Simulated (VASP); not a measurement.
Here is a VASP 6.6.1 calculation.

Contents of POSCAR:

```
W
1.0
    0.0000000000      1.9995500000      1.9995500000
    2.0300000000     -0.0304500000      2.0300000000
    2.0300000000      2.0300000000     -0.0304500000
W
1
Direct
    0.0000000000      0.0000000000      0.0000000000
```

Contents of INCAR.step1:

```
PREC = Accurate
ENCUT = 520
ISMEAR = 0
SIGMA = 0.15
LREAL = False
LASPH = True
NELM = 60
NBANDS = 13
GGA = PE
ALGO = Normal
EDIFF = 1E-4
LWAVE = True
LCHARG = False
```

INCAR.step2

```
PREC = Accurate
ENCUT = 520
EDIFF = 1E-6
ISMEAR = 0
SIGMA = 0.15
LREAL = False
LASPH = True
NELM = 60
ALGO = Normal
ISIF = 2
LWAVE = False
LCHARG = False
METAGGA = R2SCAN
LMIXTAU = True
NBANDS = 13
ISTART = 1
```

KPOINTS

```
Automatic mesh
0
Gamma
  20 20 20
```

Potentials or basis: VASP PAW PBE potentials, release 64 (W_sv).

Run with:

```bash
$ cat potpaw_PBE.64/W_sv/POTCAR > POTCAR
$ cp INCAR.step1 INCAR
$ mpirun -np 1 vasp_std > vasp.out
$ cp INCAR.step2 INCAR
$ mpirun -np 1 vasp_std > vasp.out
```

Task: Estimate the band gap on the k mesh.

Result: Zero (bands 7 and 8 overlap by 3.40 eV).

Task: Estimate the pressure.

Result: -7.6 GPa.

Stress tensor (GPa, compression positive):
```
-7.14  0.00  0.00
 0.00 -7.89 -5.26
 0.00 -5.26 -7.89
```

Caveat: the cell differs from its parent crystal (strain -0.0300 x Voigt [0, 0, 0, 1, 0, 0]); the cell stands under tension; the PAW data sets were made with another functional, which shifts forces and pressure a little; spin-orbit coupling is left out, which moves the levels of the heavy elements.
